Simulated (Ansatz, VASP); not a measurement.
# MgF2 in VASP and in Ansatz

POSCAR

```
MgF2
1.0
    4.6220159946      0.0000000000      0.0000000000
    0.0000000000      4.6220159946      0.0000000000
    0.0000000000      0.0000000000      3.1374951123
Mg F
2 4
Direct
    0.0000000000      0.0000000000      0.0000000000
    0.5000000000      0.5000000000      0.5000000000
    0.3040502989      0.3040502989      0.0000000000
    0.1959497011      0.8040502989      0.5000000000
    0.8040502989      0.1959497011      0.5000000000
    0.6959497011      0.6959497011      0.0000000000
```

File INCAR.step1:

```
SYSTEM = MgF2
PREC     = Accurate       ! precision mode
ENCUT    = 520            ! plane-wave cutoff, eV
EDIFF    = 1E-5           ! SCF threshold, eV
ISMEAR   = 0              ! smearing method
SIGMA    = 0.01           ! smearing width, eV
LREAL    = .False.        ! projectors in reciprocal space
LASPH    = .True.         ! aspherical terms in the spheres
NELM     = 120            ! most SCF steps
ALGO     = Normal         ! electronic algorithm
ISIF     = 2              ! what is computed and relaxed
LWAVE    = .True.         ! write WAVECAR
GGA      = PE             ! functional
NBANDS   = 25             ! bands
GGA_COMPAT= .False.      
KPAR     = 4
```

Contents of INCAR.step2:

```
SYSTEM = MgF2
PREC     = Accurate       ! precision mode
ENCUT    = 520            ! plane-wave cutoff, eV
EDIFF    = 1E-6           ! SCF threshold, eV
ISMEAR   = 0              ! smearing method
SIGMA    = 0.01           ! smearing width, eV
LREAL    = .False.        ! projectors in reciprocal space
LASPH    = .True.         ! aspherical terms in the spheres
NELM     = 120            ! most SCF steps
ALGO     = Normal         ! electronic algorithm
ISIF     = 2              ! what is computed and relaxed
LWAVE    = .False.        ! write WAVECAR
LCHARG   = .True.         ! write CHGCAR
GGA      = PE             ! functional
LHFCALC  = .True.         ! exact exchange
HFSCREEN = 0.2079         ! screening, 1/A
PRECFOCK = Normal       
LVHAR    = .True.       
ISTART   = 1            
NBANDS   = 25             ! bands
GGA_COMPAT= .False.      
KPAR     = 4
```

The input KPOINTS:

```
Automatic mesh
0
Gamma
  4 4 6
  0 0 0
```

Input for Ansatz:

```yaml
crystal:
  lattice:
    - [4.6220159946, 0.0, 0.0]
    - [0.0, 4.6220159946, 0.0]
    - [0.0, 0.0, 3.1374951123]
  atoms:
    - { symbol: Mg, position: [0.0, 0.0, 0.0] }
    - { symbol: Mg, position: [0.5, 0.5, 0.5] }
    - { symbol: F, position: [0.3040502989, 0.3040502989, 0.0] }
    - { symbol: F, position: [0.1959497011, 0.8040502989, 0.5] }
    - { symbol: F, position: [0.8040502989, 0.1959497011, 0.5] }
    - { symbol: F, position: [0.6959497011, 0.6959497011, 0.0] }
kpoints:
  mp_grid: { grid: [4, 4, 6] }
  band_path:
    path:
      - [0.0, 0.0, 0.0]
      - [0.0, 0.5, 0.0]
      - [0.5, 0.5, 0.0]
      - [0.0, 0.0, 0.5]
      - [0.0, 0.5, 0.5]
      - [0.5, 0.5, 0.5]
    npoints: 1
hamiltonian:
  xc: hse06
scf:
  occupations: { method: fixed }
  n_extra_bands: 5
output:
  forces: true
  stress: true
  eigenvalues: true
  write_density: true
  write_potential: true
  elf: true
  volumetric_format: npy
```

Change from the starting cell: uniaxial_z strain +3.0%.

Alike in both runs: task single point; functional HSE06; k mesh 4 × 4 × 6; no spin polarisation.

|  | VASP | Ansatz |
| --- | --- | --- |
| version | VASP 6.6.1 | Ansatz 0.2.0 |
| potentials or method | VASP PAW PBE potentials, release 64 (Mg, F) | plane waves, PAW |
| plane-wave cutoff (eV) | 520 | 420 |
| occupations | gaussian, width 0.01 eV | fixed |
| valence electrons in the cell | 32 | 48 |

Ansatz gave:

```
gap on the k mesh at the Fermi level (eV)                     : 9.21
pressure (GPa)                                                : -2.1
traceless stress, the component that is largest in VASP (GPa) : -2.66
rms of the force components (eV/Å)                            : 0.006
```

**Question.** Which values does VASP return?

**Answer.** gap on the k mesh at the Fermi level (eV): 9.15; pressure (GPa): -2.5; traceless stress, the component that is largest in VASP (GPa): -2.70; rms of the force components (eV/Å): 0.005.

Atom by atom the forces differ by 0.001 eV/Å (rms over components). VASP's potentials hold 32 valence electrons a cell and Ansatz's 48, so a difference there can come from the potentials and not from the codes. Ansatz's warnings: stress exchange threshold loose, stress scf threshold loose.
